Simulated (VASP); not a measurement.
The system is Na2S.

```
Na S
1.0
     0.00000    3.25543    3.25543
     3.25543    0.00000    3.25543
     3.25543    3.25543    0.00000
Na S
2 1
Direct
  0.25000 0.25000 0.25000
  0.75000 0.75000 0.75000
  0.00000 0.00000 0.00000
```

Base run:

```yaml
Program: VASP 6.6.1
Functional: PBE0
Potentials_or_basis: VASP PAW PBE potentials, release 64 (Na_pv, S)
Cutoff: 400 eV
k_mesh: 6 × 6 × 6
Occupations: gaussian, width 0.01 eV
Spin: no spin polarisation
```

Its results: band gap on the k mesh 4.19 eV; pressure 0.0 GPa.

The run is repeated on the same cell with these changes: functional from PBE0 to r2SCAN0; cutoff from 400 eV to 440 eV. What comes out?

Band gap on the k mesh 4.52 eV; pressure -0.4 GPa.

Caveats: the PAW data sets were made with another functional, which shifts forces and pressure a little.

